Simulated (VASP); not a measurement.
# Si4Hg (P4/mmm) in VASP: further runs

Runs on Si4Hg. Level: PBE. Tasks: single point, relaxation of cell and atoms.

Program: VASP 6.6.1. These are calculated values, not measurements. Logs are shortened: lines on timing, memory, paths and dates and some standing lists are left out, and cuts for length are marked.

### Step 1. The cell of the first run

The structure is tetragonal, space group P4/mmm (No. 123). Conventional cell: a = 3.859 Å, b = 3.859 Å, c = 5.982 Å, α = 90.00°, β = 90.00°, γ = 90.00°. Si (site symmetry mmm) has 8 Si at 2.58 to 2.73 Å within 3.4 Å. Si (site symmetry 4mm) has 6 Si at 2.55 to 3.43 Å and 4 Hg at 3.01 Å within 3.5 Å. Within 4.0 Å of Hg (site symmetry 4/mmm) lie 16 Si at 3.01 to 3.56 Å and 4 Hg at 3.86 Å.

The cell was built from a structure type or drawn by symmetry, and may not be a known phase.

### Step 2. Single point, PBE

INCAR reads:

```
SYSTEM = Si4Hg
PREC = Accurate ; ENCUT = 500
EDIFF = 1E-6 ; ISMEAR = 0
SIGMA = 0.1 ; LREAL = .False.
LASPH = .True. ; NELM = 120
ALGO = Normal ; ISIF = 2
LWAVE = .False. ; LCHARG = .False.
GGA = PE ; NBANDS = 22
GGA_COMPAT = .False.
```

KPOINTS reads:

```
regular mesh
0
Gamma
  4 4 4
  0 0 0
```

POSCAR reads:

```
Si4Hg
1.0
    3.8594602966      0.0000000000      0.0000000000
    0.0000000000      3.8594602966      0.0000000000
    0.0000000000      0.0000000000      5.9820192873
Si Hg
4 1
Direct
    0.0000000000      0.5000000000      0.5000000000
    0.5000000000      0.0000000000      0.5000000000
    0.5000000000      0.5000000000      0.7866469604
    0.5000000000      0.5000000000      0.2133530396
    0.0000000000      0.0000000000      0.0000000000
```

Potentials or basis: VASP PAW PBE potentials, release 64 (Si, Hg).

On the command line:

```sh
cat potpaw_PBE.64/Si/POTCAR potpaw_PBE.64/Hg/POTCAR > POTCAR
mpirun -np 1 vasp_std > vasp.out
```

OUTCAR:

```text
SYSTEM = Si4Hg
   PREC = Accurate
   ENCUT = 500
   EDIFF = 1E-6
   ISMEAR = 0
   LREAL = .False.
   LASPH = .True.
   NELM = 120
   ISIF = 2
   GGA = PE

 ion  position               nearest neighbor table
   1  0.000  0.500  0.500-   3 2.58   4 2.58   3 2.58   4 2.58   2 2.73   2 2.73   2 2.73   2 2.73

   2  0.500  0.000  0.500-   3 2.58   4 2.58   3 2.58   4 2.58   1 2.73   1 2.73   1 2.73   1 2.73

   3  0.500  0.500  0.787-   4 2.55   2 2.58   1 2.58   2 2.58   1 2.58   5 3.01   5 3.01   5 3.01
                             5 3.01
   4  0.500  0.500  0.213-   3 2.55   2 2.58   1 2.58   2 2.58   1 2.58   5 3.01   5 3.01   5 3.01
                             5 3.01
   5  0.000  0.000  0.000-   3 3.01   4 3.01   3 3.01   4 3.01   3 3.01   4 3.01   3 3.01   4 3.01

  LATTYP: Found a simple tetragonal cell.
 ALAT       =     3.8594602966
 C/A-ratio  =     1.5499626444

  Lattice vectors:

 A1 = (   3.8594602966,   0.0000000000,   0.0000000000)
 A2 = (   0.0000000000,   3.8594602966,   0.0000000000)
 A3 = (   0.0000000000,   0.0000000000,   5.9820192873)

Analysis of symmetry for initial positions (statically):
=====================================================================
 Subroutine PRICEL returns:
 Original cell was already a primitive cell.

 Routine SETGRP: Setting up the symmetry group for a
 simple tetragonal supercell.

 Subroutine GETGRP returns: Found 16 space group operations
 (whereof 16 operations were pure point group operations)
 out of a pool of 16 trial point group operations.

The static configuration has the point symmetry D_4h.

Analysis of symmetry for dynamics (positions and initial velocities):
=====================================================================
 Subroutine PRICEL returns:
 Original cell was already a primitive cell.

 Routine SETGRP: Setting up the symmetry group for a
 simple tetragonal supercell.

 Subroutine GETGRP returns: Found 16 space group operations
 (whereof 16 operations were pure point group operations)
 out of a pool of 16 trial point group operations.

The dynamic configuration has the point symmetry D_4h.

 Subroutine INISYM returns: Found 16 space group operations
 (whereof 16 operations are pure point group operations),
 and found     1 'primitive' translations

----------------------------------------------------------------------------------------

[... 91 lines left out ...]
   EDIFF  = 0.1E-05   stopping-criterion for ELM
   LREAL  =      F    real-space projection
   EDIFFG = 0.1E-04   stopping-criterion for IOM
   NSW    =      0    number of steps for IOM
   IBRION =     -1    ionic relax: 0-MD 1-quasi-New 2-CG
   NFREE  =      0    steps in history (QN), initial steepest desc. (CG)
   ISIF   =      2    stress and relaxation
   ISYM   =      2    0-nonsym 1-usesym 2-fastsym
   POTIM  = 0.5000    time-step for ionic-motion
   TEBEG  =    0.0;   TEEND  =   0.0 temperature during run
   PSTRESS=    0.0 pullay stress
   NELECT =      28.0000    total number of electrons
   NUPDOWN=      -1.0000    fix difference up-down
   EMIN   =  10.00;   EMAX   =-10.00  energy-range for DOS
   EFERMI =   0.00;   METHOD = LEGACY
   ISMEAR =     0;   SIGMA  =   0.10  broadening in eV -4-tet -1-fermi 0-gaus
   EFERMI_NEDOS =   21; number of points for ismear=-14 and -15
   IALGO  =     38    algorithm
   IMIX   =      4    mixing-type and parameters
     AMIX     =   0.40;   BMIX     =  1.00
     AMIX_MAG =   1.60;   BMIX_MAG =  1.00
  volume/ion in A,a.u.               =      17.82       120.26
  Fermi-wavevector in a.u.,A,eV,Ry     =   1.112997  2.103259 16.854374  1.238762
  Thomas-Fermi vector in A             =   2.249577
   LORBIT       =      0    0 simple, 1 ext, 2 COOP (PROOUT), +10 PAW based schemes
   GGA     = PE    functional components
   LHFCALC =     F    Hartree Fock is set to
   AEXX    =    0.0000 exact exchange contribution
   IVDW    =     0    specifies the selected vdW correction
   LEPSILON=     F    determine dielectric tensor
   LRPA    =     F    only Hartree local field effects (RPA)
 non-spin polarized calculation
 Gauss-broadening in eV      SIGMA  =   0.10
  energy-cutoff  :      500.00
  volume of cell :       89.10
 maximum number of plane-waves:      2284
   NGX = 15   NGY = 15   NGZ = 21

 number of electron      27.9999995 magnetization

 Free energy of the ion-electron system (eV)
  ---------------------------------------------------
  ext. energy  EPLUGINS =         0.00000000
  ---------------------------------------------------
  free energy    TOTEN  =       -19.57653605 eV

  energy without entropy =      -19.57049093  energy(sigma->0) =      -19.57351349

 E-fermi :   7.0546     XC(G=0): -10.6769

 val. band max:        6.9486680276   @ k =   0.5000   0.0000   0.0000
 cond. band min:       7.0885214142   @ k =   0.5000   0.0000   0.2500
 fundamental gap:      0.1398533866
 Fermi energy:         7.0545608796

 k-point     1 :       0.0000    0.0000    0.0000
  band No.  band energies     occupation
      1      -6.0206      2.00000
      2      -1.8906      2.00000
      3      -1.4150      2.00000
      4      -0.3079      2.00000
      5       0.0668      2.00000
      6       0.0668      2.00000
[... 439 lines left out ...]
     21      12.9671      0.00000
     22      14.5926      0.00000

------------------------ aborting loop because EDIFF is reached ----------------------------------------

  FORCE on cell =-STRESS in cart. coord.  units (eV):
  Direction    XX          YY          ZZ          XY          YZ          ZX
  --------------------------------------------------------------------------------------
  -------------------------------------------------------------------------------------
  Total        0.2055399      0.2055399     -0.0533643      0.0000000      0.0000000      0.0000000
  in kB        3.6957776      3.6957776     -0.9595333      0.0000000      0.0000000      0.0000000
  external PRESSURE =       2.1440073 kB  Pullay stress =       0.0000000 kB

 VOLUME and BASIS-vectors are now :
 -----------------------------------------------------------------------------
  energy-cutoff  :      500.00
  volume of cell :       89.10
      direct lattice vectors                 reciprocal lattice vectors
     3.859460297  0.000000000  0.000000000     0.259103585  0.000000000  0.000000000
     0.000000000  3.859460297  0.000000000     0.000000000  0.259103585  0.000000000
     0.000000000  0.000000000  5.982019287     0.000000000  0.000000000  0.167167632

 POSITION                                       TOTAL-FORCE (eV/Angst)
 -----------------------------------------------------------------------------------
      0.00000      1.92973      2.99101         0.000000      0.000000      0.000000
      1.92973      0.00000      2.99101         0.000000      0.000000      0.000000
      1.92973      1.92973      4.70574         0.000000     -0.000000     -0.024656
      1.92973      1.92973      1.27628        -0.000000      0.000000      0.024656
      0.00000      0.00000      0.00000         0.000000      0.000000      0.000000
 -----------------------------------------------------------------------------------
    total drift:                               -0.000000     -0.000000     -0.000000

  FREE ENERGIE OF THE ION-ELECTRON SYSTEM (eV)
  ---------------------------------------------------
  free  energy   TOTEN  =       -19.5765360507 eV

  energy  without entropy=      -19.5704909312  energy(sigma->0) =      -19.57351349
```

OSZICAR:

```text
N       E                     dE             d eps       ncg     rms          rms(c)
DAV:   1     0.117675665771E+03    0.11768E+03   -0.12121E+04   792   0.110E+03
DAV:   2    -0.146287010625E+02   -0.13230E+03   -0.12307E+03   896   0.223E+02
DAV:   3    -0.204327528387E+02   -0.58041E+01   -0.57174E+01  1010   0.435E+01
DAV:   4    -0.204875956675E+02   -0.54843E-01   -0.54787E-01   894   0.462E+00
DAV:   5    -0.204881787919E+02   -0.58312E-03   -0.58302E-03  1012   0.477E-01    0.663E+00
DAV:   6    -0.196129914050E+02    0.87519E+00   -0.24830E+00   916   0.163E+01    0.569E+00
DAV:   7    -0.195921748170E+02    0.20817E-01   -0.41458E-01   918   0.360E+00    0.308E+00
DAV:   8    -0.195776597733E+02    0.14515E-01   -0.38578E-02   914   0.171E+00    0.340E-01
DAV:   9    -0.195765878345E+02    0.10719E-02   -0.36790E-03   962   0.678E-01    0.136E-01
DAV:  10    -0.195765452254E+02    0.42609E-04   -0.74414E-04   906   0.154E-01    0.617E-02
DAV:  11    -0.195765374353E+02    0.77901E-05   -0.13569E-04   950   0.135E-01    0.228E-02
DAV:  12    -0.195765360115E+02    0.14239E-05   -0.19572E-05   986   0.471E-02    0.564E-03
DAV:  13    -0.195765360507E+02   -0.39216E-07   -0.10357E-06   636   0.679E-03
   1 F= -.19576536E+02 E0= -.19573513E+02  d E =-.604512E-02
```

Wall time 17 s (1 thread of AMD EPYC 9R45 (Zen 5), shared host); peak memory 0.16 GiB.

Results:

```
Free energy            : -19.5765 eV
Pressure               : 0.2 GPa
Largest force          : 0.025 eV/Å
Band gap on the k mesh : zero (bands 14 and 15 overlap by 3.18 eV)
```

Forces on the atoms (eV/Å):
```
Si   0.000  0.000  0.000
Si   0.000  0.000  0.000
Si   0.000  0.000 -0.025
Si   0.000  0.000  0.025
Hg   0.000  0.000  0.000
```

Stress tensor (GPa, compression positive):
```
 0.37  0.00  0.00
 0.00  0.37  0.00
 0.00  0.00 -0.10
```

Levels at points of the mesh, in eV from the Fermi level:
```tsv
k point	band 10	band 11	band 12	band 13	band 14	band 15	band 16	band 17	band 18	band 19
(0.00, 0.00, 0.00)	-3.87	-3.07	-1.79	1.03	1.03	1.12	1.20	1.21	1.21	2.46
(0.50, 0.00, 0.00)	-4.45	-4.44	-2.32	-0.83	-0.11	1.23	1.26	2.88	3.70	3.82
(0.50, 0.50, 0.00)	-5.20	-4.03	-2.64	-2.64	-2.04	-2.04	-1.90	0.72	4.78	6.16
(0.00, 0.00, 0.50)	-3.41	-3.32	-3.16	-1.16	-1.16	-0.58	-0.55	1.20	4.42	4.42
(0.50, 0.00, 0.50)	-2.85	-2.34	-1.70	-0.18	0.16	0.19	0.47	0.70	1.86	2.38
(0.50, 0.50, 0.50)	-4.97	-4.85	-4.85	-3.57	-1.20	-0.35	1.67	1.67	3.08	3.08
```

Caveat: the k points lie up to 0.41 Å⁻¹ apart, too coarse for converged energies and pressures of a metal; spin-orbit coupling is left out, which moves the levels of the heavy elements.

### Step 3. Single point, PBE

This run uses another cell than the first one, of 19.28 Å³/atom.

INCAR reads:

```
PREC = Accurate
ENCUT = 500
EDIFF = 1E-6
ISMEAR = 0
SIGMA = 0.1
LREAL = False
LASPH = True
NELM = 120
ALGO = Normal
ISIF = 2
LWAVE = False
LCHARG = True
GGA = PE
LELF = True
LVHAR = True
NBANDS = 22
GGA_COMPAT = False
```

KPOINTS reads:

```
Automatic mesh
0
Gamma
  4 4 4
```

POSCAR reads:

```
Si4Hg
1.0
    4.5732958300      0.0000000000      0.0000000000
    0.0000000000      4.5732958300      0.0000000000
    0.0000000000      0.0000000000      4.6080840000
Si Hg
4 1
Direct
    0.0000000000      0.5000000000      0.5000000000
    0.5000000000      0.0000000000      0.5000000000
    0.5000000000      0.5000000000      0.7783747200
    0.5000000000      0.5000000000      0.2216252800
    0.0000000000      0.0000000000      0.0000000000
```

Potentials or basis: VASP PAW PBE potentials, release 64 (Si, Hg).

On the command line:

```sh
cat potpaw_PBE.64/Si/POTCAR potpaw_PBE.64/Hg/POTCAR > POTCAR
mpirun -np 1 vasp_std > vasp.out
```

Wall time 23 s (1 thread of AMD EPYC 9R45 (Zen 5), shared host); peak memory 0.18 GiB.

Results (log left out):

* Free energy: -17.8635 eV
* Pressure: 2.3 GPa
* Largest force: 4.807 eV/Å
* Band gap on the k mesh: zero (bands 14 and 15 overlap by 2.32 eV)

Forces on the atoms (eV/Å):
```
Si   0.000  0.000  0.000
Si   0.000  0.000  0.000
Si   0.000  0.000 -4.807
Si   0.000  0.000  4.807
Hg   0.000  0.000  0.000
```

Stress tensor (GPa, compression positive):
```
-4.23  0.00  0.00
 0.00 -4.23  0.00
 0.00  0.00 15.46
```

Levels at points of the mesh, in eV from the Fermi level:
```
           k point  band 11  band 12  band 13  band 14  band 15  band 16  band 17  band 18
(0.00, 0.00, 0.00)    -4.74    -4.37     0.89     1.16     1.60     1.60     2.16     2.16
(0.50, 0.00, 0.00)    -3.58    -2.55    -2.06    -1.12     0.59     2.23     2.73     3.02
(0.50, 0.50, 0.00)    -3.30    -0.93    -0.93     0.17     0.17     1.48     2.49     2.68
(0.00, 0.00, 0.50)    -3.45    -3.06    -1.82    -1.82     0.30     1.25     2.59     2.59
(0.50, 0.00, 0.50)    -3.29    -1.15    -0.75    -0.18     0.19     0.77     2.74     3.00
(0.50, 0.50, 0.50)    -4.35    -3.90    -3.63     1.92     2.98     4.69     4.69     4.75
```

Caveat: spin-orbit coupling is left out, which moves the levels of the heavy elements; forces of over 1 eV/Å act on the atoms, so gaps and moduli don't describe the material at rest.

[end of part 1 of 2]
